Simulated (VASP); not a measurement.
# AlN (R3m) in VASP: further runs

The runs below take AlN through single point, with r2SCAN, PBE.

Everything below comes from runs of VASP 6.6.1. Logs are shortened: lines on timing, memory, paths and dates and some standing lists are left out, and cuts for length are marked.

## Step 1: The cell of the first run

The structure is trigonal, space group R3m (No. 160). Conventional cell: a = 3.183 Å, b = 3.183 Å, c = 7.495 Å, α = 90.00°, β = 90.00°, γ = 120.00°. Within 2.5 Å of Al (site symmetry 3m) lie 4 N at 1.90 to 1.93 Å. Within 2.5 Å of N (site symmetry 3m) lie 4 Al at 1.90 to 1.93 Å.

## Step 2: Single point, r2SCAN (epitaxial 111 strain +3.0%)

File POSCAR:

```
AlN
1.0
   -0.0578990474      2.1925236575      2.1925236575
    2.1925236575     -0.0578990474      2.1925236575
    2.1925236575      2.1925236575     -0.0578990474
Al N
1 1
Direct
   -0.0015609321     -0.0015609321     -0.0015609321
    0.2515609321      0.2515609321      0.2515609321
```

File INCAR.step1:

```
SYSTEM = AlN
  ALGO = Normal
  EDIFF = 1E-4
  ENCUT = 520
  GGA = PE
  ISMEAR = 0
  LASPH = .True.
  LCHARG = .False.
  LREAL = .False.
  LWAVE = .True.
  NBANDS = 11
  NELM = 60
  PREC = Accurate
  SIGMA = 0.01
```

File INCAR.step2:

```
SYSTEM = AlN
  ALGO = Normal
  EDIFF = 1E-6
  ENCUT = 520
  ISIF = 2
  ISMEAR = 0
  ISTART = 1
  LASPH = .True.
  LCHARG = .False.
  LMIXTAU = .True.
  LREAL = .False.
  LWAVE = .False.
  METAGGA = R2SCAN
  NBANDS = 11
  NELM = 60
  PREC = Accurate
  SIGMA = 0.01
```

File KPOINTS:

```
k-points
0
Gamma
  10 10 10
  0 0 0
```

Potentials or basis: VASP PAW PBE potentials, release 64 (Al, N).

Command:

```bash
> cat potpaw_PBE.64/Al/POTCAR potpaw_PBE.64/N/POTCAR > POTCAR
> cp INCAR.step1 INCAR
> mpirun -np 1 vasp_std > vasp.out
> cp INCAR.step2 INCAR
> mpirun -np 1 vasp_std > vasp.out
```

OUTCAR:

```text
SYSTEM = AlN
   EDIFF = 1E-6
   ENCUT = 520
   ISIF = 2
   ISMEAR = 0
   ISTART = 1
   LASPH = .True.
   LREAL = .False.
   METAGGA = R2SCAN
   NELM = 60
   PREC = Accurate

 ion  position               nearest neighbor table
   1  0.998  0.998  0.998-   2 1.90   2 1.93   2 1.93   2 1.93
   2  0.252  0.252  0.252-   1 1.90   1 1.93   1 1.93   1 1.93

  LATTYP: Found a trigonal (rhomboedric) cell.
 ALAT       =     3.1012372172
 COS(alpha) =     0.4734274360

  Lattice vectors:

 A1 = (  -0.0578990474,   2.1925236575,   2.1925236575)
 A2 = (   2.1925236575,  -0.0578990474,   2.1925236575)
 A3 = (   2.1925236575,   2.1925236575,  -0.0578990474)

Analysis of symmetry for initial positions (statically):
=====================================================================
 Subroutine PRICEL returns:
 Original cell was already a primitive cell.

 Routine SETGRP: Setting up the symmetry group for a
 trigonal (rhombohedral) supercell.

 Subroutine GETGRP returns: Found  6 space group operations
 (whereof  6 operations were pure point group operations)
 out of a pool of 12 trial point group operations.

The static configuration has the point symmetry C_3v.

Analysis of symmetry for dynamics (positions and initial velocities):
=====================================================================
 Subroutine PRICEL returns:
 Original cell was already a primitive cell.

 Routine SETGRP: Setting up the symmetry group for a
 trigonal (rhombohedral) supercell.

 Subroutine GETGRP returns: Found  6 space group operations
 (whereof  6 operations were pure point group operations)
 out of a pool of 12 trial point group operations.

The dynamic configuration has the point symmetry C_3v.

 Subroutine INISYM returns: Found  6 space group operations
 (whereof  6 operations are pure point group operations),
 and found     1 'primitive' translations

----------------------------------------------------------------------------------------

                                     Primitive cell

  volume of cell :      21.9144

  direct lattice vectors                    reciprocal lattice vectors
    -0.057899047  2.192523657  2.192523657    -0.219207614  0.225153349  0.225153349
     2.192523657 -0.057899047  2.192523657     0.225153349 -0.219207614  0.225153349
     2.192523657  2.192523657 -0.057899047     0.225153349  0.225153349 -0.219207614

  length of vectors
[... 83 lines left out ...]
   LREAL  =      F    real-space projection
   EDIFFG = 0.1E-04   stopping-criterion for IOM
   NSW    =      0    number of steps for IOM
   IBRION =     -1    ionic relax: 0-MD 1-quasi-New 2-CG
   NFREE  =      0    steps in history (QN), initial steepest desc. (CG)
   ISIF   =      2    stress and relaxation
   ISYM   =      2    0-nonsym 1-usesym 2-fastsym
   POTIM  = 0.5000    time-step for ionic-motion
   TEBEG  =    0.0;   TEEND  =   0.0 temperature during run
   PSTRESS=    0.0 pullay stress
   NELECT =       8.0000    total number of electrons
   NUPDOWN=      -1.0000    fix difference up-down
   EMIN   =  10.00;   EMAX   =-10.00  energy-range for DOS
   EFERMI =   0.00;   METHOD = LEGACY
   ISMEAR =     0;   SIGMA  =   0.01  broadening in eV -4-tet -1-fermi 0-gaus
   EFERMI_NEDOS =   21; number of points for ismear=-14 and -15
   IALGO  =     38    algorithm
   IMIX   =      4    mixing-type and parameters
     AMIX     =   0.40;   BMIX     =  1.00
     AMIX_MAG =   1.60;   BMIX_MAG =  1.00
  volume/ion in A,a.u.               =      10.96        73.94
  Fermi-wavevector in a.u.,A,eV,Ry     =   1.170024  2.211025 18.625785  1.368957
  Thomas-Fermi vector in A             =   2.306489
   LORBIT       =      0    0 simple, 1 ext, 2 COOP (PROOUT), +10 PAW based schemes
   METAGGA = R2SCAN    functional components
   LHFCALC =     F    Hartree Fock is set to
   AEXX    =    0.0000 exact exchange contribution
   IVDW    =     0    specifies the selected vdW correction
   LEPSILON=     F    determine dielectric tensor
   LRPA    =     F    only Hartree local field effects (RPA)
 non-spin polarized calculation
 Gauss-broadening in eV      SIGMA  =   0.01
  energy-cutoff  :      520.00
  volume of cell :       21.91
 maximum number of plane-waves:       600
   NGX = 11   NGY = 11   NGZ = 11

 number of electron       8.0000001 magnetization

 Free energy of the ion-electron system (eV)
  ---------------------------------------------------
  ext. energy  EPLUGINS =         0.00000000
  ---------------------------------------------------
  free energy    TOTEN  =       -19.12025926 eV

  energy without entropy =      -19.12025926  energy(sigma->0) =      -19.12025926

 E-fermi :   5.5719     XC(G=0): -11.1926

 val. band max:        5.4325966837   @ k =   0.0000   0.0000   0.0000
 cond. band min:       9.1042656407   @ k =   0.5000   0.5000   0.0000
 fundamental gap:      3.6716689570
 Fermi energy:         5.5718968021

 k-point     1 :       0.0000    0.0000    0.0000
  band No.  band energies     occupation
      1     -10.2200      2.00000
      2       5.1425      2.00000
      3       5.1425      2.00000
      4       5.4326      2.00000
      5       9.6202      0.00000
      6      17.9124      0.00000
      7      17.9124      0.00000
      8      18.9801      0.00000
      9      23.3404      0.00000
     10      23.3404      0.00000
     11      24.8874      0.00000
[... 309 lines left out ...]
 k-point    24 :       0.4000    0.3000   -0.0000
  band No.  band energies     occupation
      1      -8.3682      2.00000
      2       1.1313      2.00000
      3       3.4442      2.00000
      4       4.0195      2.00000
      5      10.6742      0.00000
      6      15.2896      0.00000
      7      17.8577      0.00000
      8      20.4955      0.00000
      9      20.7832      0.00000
     10      27.1491      0.00000
     11      29.0738      0.00000

 [... further k-points ...]
[... 5 lines left out ...]
  --------------------------------------------------------------------------------------
  -------------------------------------------------------------------------------------
  Total       -1.3322279     -1.3322279     -1.3322279      0.6438336      0.6438336      0.6438336
  in kB      -97.4000389    -97.4000389    -97.4000389     47.0710896     47.0710896     47.0710896
  external PRESSURE =     -97.4000389 kB  Pullay stress =       0.0000000 kB

 VOLUME and BASIS-vectors are now :
 -----------------------------------------------------------------------------
  energy-cutoff  :      520.00
  volume of cell :       21.91
      direct lattice vectors                 reciprocal lattice vectors
    -0.057899047  2.192523657  2.192523657    -0.219207614  0.225153349  0.225153349
     2.192523657 -0.057899047  2.192523657     0.225153349 -0.219207614  0.225153349
     2.192523657  2.192523657 -0.057899047     0.225153349  0.225153349 -0.219207614

 POSITION                                       TOTAL-FORCE (eV/Angst)
 -----------------------------------------------------------------------------------
      4.32039      4.32039      4.32039        -0.001800     -0.001800     -0.001800
      1.08854      1.08854      1.08854         0.001800      0.001800      0.001800
 -----------------------------------------------------------------------------------
    total drift:                               -0.000528     -0.000528     -0.000528

  FREE ENERGIE OF THE ION-ELECTRON SYSTEM (eV)
  ---------------------------------------------------
  free  energy   TOTEN  =       -19.1202592644 eV

  energy  without entropy=      -19.1202592644  energy(sigma->0) =      -19.12025926
```

Wall time 27 s (1 thread of Intel Xeon 6975P-C (Granite Rapids), shared host); peak memory 0.15 GiB.

What came out:

- Free energy: -19.1203 eV
- Pressure: -9.7 GPa
- Largest force: 0.003 eV/Å
- Band gap on the k mesh: 3.67 eV, indirect (least direct gap 4.19 eV)

Forces in eV/Å, atoms in the order of the input:
```
Al  -0.002 -0.002 -0.002
N    0.002  0.002  0.002
```

Stress tensor (GPa, compression positive):
```
-9.74  4.71  4.71
 4.71 -9.74  4.71
 4.71  4.71 -9.74
```

Levels at points of the mesh, in eV from the valence-band top:
```tsv
k point	band 1	band 2	band 3	band 4	band 5	band 6	band 7	band 8
(0.00, 0.00, 0.00)	-15.65	-0.29	-0.29	0.00	4.19	12.48	12.48	13.55
(0.50, 0.00, 0.00)	-13.83	-5.93	-0.68	-0.54	7.62	10.18	11.33	11.88
(0.50, 0.50, 0.00)	-13.20	-4.99	-2.13	-1.76	3.67	8.98	14.23	15.98
(0.50, 0.50, 0.50)	-13.64	-5.73	-0.85	-0.85	7.22	10.25	10.99	10.99
```

Caveat: the cell differs from its parent crystal (epitaxial 111 strain +3.0%); the PAW data sets were made with another functional, which shifts forces and pressure a little.

## Step 3: Single point, PBE (epitaxial 111 strain -4.0%)

File INCAR:

```
ALGO = Normal
EDIFF = 1E-7
ENCUT = 520
GGA = PE
ISIF = 2
ISMEAR = 0
LASPH = T
LCHARG = F
LREAL = F
LWAVE = F
NBANDS = 11
NELM = 80
PREC = Accurate
SIGMA = 0.01
```

File KPOINTS:

```
k-points
0
Gamma
  6 6 6
```

File POSCAR:

```
AlN
1.0
    0.0784759504      2.1759573064      2.1759573064
    2.1759573064      0.0784759504      2.1759573064
    2.1759573064      2.1759573064      0.0784759504
Al N
1 1
Direct
    0.0026685146      0.0026685146      0.0026685146
    0.2473314854      0.2473314854      0.2473314854
```

Potentials or basis: VASP PAW PBE potentials, release 64 (Al, N).

Command:

```bash
> cat potpaw_PBE.64/Al/POTCAR potpaw_PBE.64/N/POTCAR > POTCAR
> mpirun -np 1 vasp_std > vasp.out
```

OUTCAR:

```text
EDIFF = 1E-7
   ENCUT = 520
   GGA = PE
   ISIF = 2
   ISMEAR = 0
   LASPH = T
   LREAL = F
   NELM = 80
   PREC = Accurate

 ion  position               nearest neighbor table
   1  0.003  0.003  0.003-   2 1.84   2 1.84   2 1.84   2 1.88
   2  0.247  0.247  0.247-   1 1.84   1 1.84   1 1.84   1 1.88

  LATTYP: Found a trigonal (rhomboedric) cell.
 ALAT       =     3.0782688111
 COS(alpha) =     0.5357166235

  Lattice vectors:

 A1 = (   0.0784759504,   2.1759573064,   2.1759573064)
 A2 = (   2.1759573064,   0.0784759504,   2.1759573064)
 A3 = (   2.1759573064,   2.1759573064,   0.0784759504)

Analysis of symmetry for initial positions (statically):
=====================================================================
 Subroutine PRICEL returns:
 Original cell was already a primitive cell.

 Routine SETGRP: Setting up the symmetry group for a
 trigonal (rhombohedral) supercell.

 Subroutine GETGRP returns: Found  6 space group operations
 (whereof  6 operations were pure point group operations)
 out of a pool of 12 trial point group operations.

The static configuration has the point symmetry C_3v.

Analysis of symmetry for dynamics (positions and initial velocities):
[... 164 lines left out ...]
 Fermi energy:         6.8739349917

 k-point     1 :       0.0000    0.0000    0.0000
  band No.  band energies     occupation
      1      -8.7528      2.00000
      2       6.2679      2.00000
      3       6.8239      2.00000
      4       6.8239      2.00000
      5      11.3135      0.00000
      6      18.9805      0.00000
      7      20.3849      0.00000
      8      20.3849      0.00000
      9      24.8234      0.00000
     10      24.8234      0.00000
     11      26.1083      0.00000
[... 309 lines left out ...]
 k-point    24 :      -0.3333    0.5000    0.1667
  band No.  band energies     occupation
      1      -5.7419      2.00000
      2       2.1467      2.00000
      3       3.6377      2.00000
      4       4.0964      2.00000
      5      11.9497      0.00000
      6      17.4263      0.00000
      7      20.0203      0.00000
      8      20.8008      0.00000
      9      24.0631      0.00000
     10      27.7301      0.00000
     11      32.0942      0.00000

 [... further k-points ...]
[... 5 lines left out ...]
  --------------------------------------------------------------------------------------
  -------------------------------------------------------------------------------------
  Total        2.5094679      2.5094679      2.5094679     -0.9434949     -0.9434949     -0.9434949
  in kB      206.2785111    206.2785111    206.2785111    -77.5553764    -77.5553764    -77.5553764
  external PRESSURE =     206.2785111 kB  Pullay stress =       0.0000000 kB

 VOLUME and BASIS-vectors are now :
 -----------------------------------------------------------------------------
  energy-cutoff  :      520.00
  volume of cell :       19.49
      direct lattice vectors                 reciprocal lattice vectors
     0.078475950  2.175957306  2.175957306    -0.242603611  0.234158673  0.234158673
     2.175957306  0.078475950  2.175957306     0.234158673 -0.242603611  0.234158673
     2.175957306  2.175957306  0.078475950     0.234158673  0.234158673 -0.242603611

 POSITION                                       TOTAL-FORCE (eV/Angst)
 -----------------------------------------------------------------------------------
      0.01182      0.01182      0.01182         0.031414      0.031414      0.031414
      1.09578      1.09578      1.09578        -0.031414     -0.031414     -0.031414
 -----------------------------------------------------------------------------------
    total drift:                               -0.000382     -0.000382     -0.000382

  FREE ENERGIE OF THE ION-ELECTRON SYSTEM (eV)
  ---------------------------------------------------
  free  energy   TOTEN  =       -14.6860728129 eV

  energy  without entropy=      -14.6860728129  energy(sigma->0) =      -14.68607281
```

stdout:

```text
POSCAR found type information on POSCAR AlN
 POSCAR found :  2 types and       2 ions
 scaLAPACK will be used
 LDA part: xc-table for (Slater+PW92), standard interpolation
 POSCAR, INCAR and KPOINTS ok, starting setup
 FFT: planning ... GRIDC
 FFT: planning ... GRID_SOFT
 FFT: planning ... GRID
 WAVECAR not read
 entering main loop
```

Wall time 6 s (1 thread of Intel Xeon Platinum 8259CL at 2.50GHz (Skylake/Cascade Lake), shared host); peak memory 0.13 GiB.

What came out:

| Item | Value |
| --- | --- |
| Free energy | -14.6861 eV |
| Pressure | 20.6 GPa |
| Largest force | 0.054 eV/Å |
| Band gap on the k mesh | 3.10 eV, indirect (least direct gap 4.49 eV) |

Forces on the atoms (eV/Å):
```
Al   0.031  0.031  0.031
N   -0.031 -0.031 -0.031
```

Stress tensor (GPa, compression positive):
```
20.63 -7.76 -7.76
-7.76 20.63 -7.76
-7.76 -7.76 20.63
```

Levels at points of the mesh, in eV from the valence-band top:
| k point | band 2 | band 3 | band 4 | band 5 | band 6 | band 7 |
| --- | --- | --- | --- | --- | --- | --- |
| (0.00, 0.00, 0.00) | -0.56 | 0.00 | 0.00 | 4.49 | 12.16 | 13.56 |
| (0.50, 0.00, 0.00) | -6.26 | -0.91 | -0.61 | 7.58 | 9.92 | 11.03 |
| (0.50, 0.50, 0.00) | -5.30 | -2.31 | -1.75 | 3.10 | 8.86 | 14.53 |
| (0.50, 0.50, 0.50) | -6.58 | -0.38 | -0.38 | 8.28 | 10.04 | 12.01 |

Caveat: the k points lie up to 0.43 Å⁻¹ apart; the cell differs from its parent crystal (epitaxial 111 strain -4.0%). A k mesh can miss the band edges.

## Step 4: Single point, PBE (epitaxial 111 strain -3.0%)

File INCAR:

```
PREC     = Accurate       # precision mode
ENCUT    = 520            # plane-wave cutoff, eV
EDIFF    = 1E-6           # SCF threshold, eV
ISMEAR   = 0              # smearing method
SIGMA    = 0.01           # smearing width, eV
LREAL    = False          # projectors in reciprocal space
LASPH    = True           # aspherical terms in the spheres
NELM     = 60             # most SCF steps
ALGO     = Normal         # electronic algorithm
ISIF     = 2              # what is computed and relaxed
LWAVE    = False          # write WAVECAR
LCHARG   = True           # write CHGCAR
GGA      = PE             # functional
LELF     = True           # ELF
LVHAR    = True         
NBANDS   = 11             # bands
```

File KPOINTS:

```
Automatic mesh
0
Gamma
  6 6 6
```

File POSCAR:

```
AlN
1.0
    0.0587843221      2.1781144422      2.1781144422
    2.1781144422      0.0587843221      2.1781144422
    2.1781144422      2.1781144422      0.0587843221
Al N
1 1
Direct
    0.0019441439      0.0019441439      0.0019441439
    0.2480558561      0.2480558561      0.2480558561
```

Command:

```bash
> cat potpaw_PBE.64/Al/POTCAR potpaw_PBE.64/N/POTCAR > POTCAR
> mpirun -np 1 vasp_std > vasp.out
```

Run time: 5.7 s. Hardware: 1 thread of Intel Xeon Platinum 8259CL at 2.50GHz (Skylake/Cascade Lake), shared host; peak memory 0.13 GiB.

It converged, with:

```
Free energy            : -14.7472 eV
Pressure               : 16.1 GPa
Largest force          : 0.040 eV/Å
Band gap on the k mesh : 3.17 eV, indirect (least direct gap 4.44 eV)
```

Forces on the atoms (eV/Å):
```
Al   0.023  0.023  0.023
N   -0.023 -0.023 -0.023
```

Stress tensor (GPa, compression positive):
```
16.10 -5.62 -5.62
-5.62 16.10 -5.62
-5.62 -5.62 16.10
```

Levels at points of the mesh, in eV from the valence-band top:
```tsv
k point	band 1	band 2	band 3	band 4	band 5	band 6	band 7	band 8	band 9
(0.00, 0.00, 0.00)	-15.41	-0.40	0.00	0.00	4.44	12.24	13.30	13.30	17.93
(0.50, 0.00, 0.00)	-13.15	-6.15	-0.79	-0.58	7.55	9.96	11.02	11.43	18.52
(0.50, 0.50, 0.00)	-12.53	-5.19	-2.16	-1.75	3.17	8.80	14.41	16.20	16.30
(0.50, 0.50, 0.50)	-13.37	-6.38	-0.41	-0.41	8.05	10.01	11.79	11.79	18.54
```

Caveat: the k points lie up to 0.43 Å⁻¹ apart; the cell differs from its parent crystal (epitaxial 111 strain -3.0%).

(Continued in part 2 of 2.)
